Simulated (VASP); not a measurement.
Here is a VASP 6.6.1 calculation.

Contents of INCAR:

```
SYSTEM = Ta
PREC = Accurate
ENCUT = 500
EDIFF = 1E-6
ISMEAR = -1
SIGMA = 0.1
LREAL = .FALSE.
LASPH = .TRUE.
NELM = 120
ALGO = Normal
ISIF = 2
LWAVE = .FALSE.
LCHARG = .FALSE.
GGA = B5
ALDAX = 1.0
AGGAX = 1.0
AGGAC = 1.0
ALDAC = 0.0
IVDW = 12
VDW_S6 = 1.0
VDW_S8 = 2.6996
VDW_A1 = 0.4298
VDW_A2 = 4.2359
NBANDS = 18
GGA_COMPAT = .FALSE.
```

Contents of KPOINTS:

```
regular mesh
0
G
  13 13 7
  0 0 0
```

POSCAR

```
Ta
1.0
    2.8551651658      0.0000000000      0.0000000000
   -1.4275825829      2.4726455656      0.0000000000
    0.0000000000      0.0000000000      5.0841709020
Ta
2
Direct
    0.6666666667      0.3333333333      0.7500000000
    0.3333333333      0.6666666667      0.2500000000
```

Potentials or basis: VASP PAW PBE potentials, release 64 (Ta_pv).

The run is started by

```console
$ cat potpaw_PBE.64/Ta_pv/POTCAR > POTCAR
$ mpirun -np 1 vasp_std > vasp.out
```

**Question.** What does it give for the pressure?

**Answer.** 1.1 GPa.

**Question.** Predict the band gap on the k mesh.

**Answer.** Zero (bands 11 and 12 overlap by 1.90 eV).

**Question.** What does it give for the dispersion energy per atom?

**Answer.** -1.645 eV.

Caveat: the PAW data sets were made with another functional, which shifts forces and pressure a little; spin-orbit coupling is left out, which moves the levels of the heavy elements.
